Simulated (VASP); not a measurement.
A run of VASP 6.6.1:

The input INCAR:

```
SYSTEM = H10CO5
ALGO = Normal ; EDIFF = 1E-6
ENCUT = 520 ; GGA = PE
GGA_COMPAT = .False. ; ISIF = 2
ISMEAR = -1 ; IVDW = 12
LASPH = .True. ; LCHARG = .False.
LREAL = .False. ; LWAVE = .False.
NBANDS = 36 ; NELM = 120
PREC = Accurate ; SIGMA = 0.05
```

File KPOINTS:

```
k-points
0
Gamma
  1 1 1
  0 0 0
```

The input POSCAR:

```
H10CO5
1.0
    5.4614380000      0.0000000000      0.0000000000
    0.0000000000      5.4614380000      0.0000000000
    0.0000000000      0.0000000000      5.4614380000
O H C
5 10 1
Direct
    0.5220053766      0.4891385749      0.6375244029
    0.0564503341      0.3143860646      0.6371765092
    0.7193160483      0.9640684377      0.8566974485
    0.8201136770      0.3294004253      0.1702665122
    0.0719590701      0.8185756206      0.1588043296
    0.3630545655      0.3920579159      0.6324158582
    0.5798106652      0.4863371149      0.4737946306
   -0.0323541163      0.3251524598      0.4860990823
    0.0013183341      0.1652312083      0.7163864169
    0.6291932638      0.8419394306      0.7688268181
    0.8352378989      0.8783767206      0.9661558000
    0.8234278225      0.5043726579      0.1498140233
    0.6699334498      0.2847784778      0.0695604344
    0.2618541124      0.8271081719      0.4795806526
    0.4559055692      0.8008513509      0.1536408543
    0.2730782625      0.8180812453      0.2729317810
```

Potentials or basis: VASP PAW PBE potentials, release 64 (O, H, C).

Command:

```bash
$ cat potpaw_PBE.64/O/POTCAR potpaw_PBE.64/H/POTCAR potpaw_PBE.64/C/POTCAR > POTCAR
$ mpirun -np 1 vasp_gam > vasp.out
```

Hardware: 1 thread of Intel Xeon 8259CL (shared host).

**Question.** Estimate the wall time of this run.

**Answer.** Run time: 34 s on 1 thread of Intel Xeon 8259CL, with other jobs on the host, peak memory 0.24 GiB. Counts: scf iterations 15, k points 1.
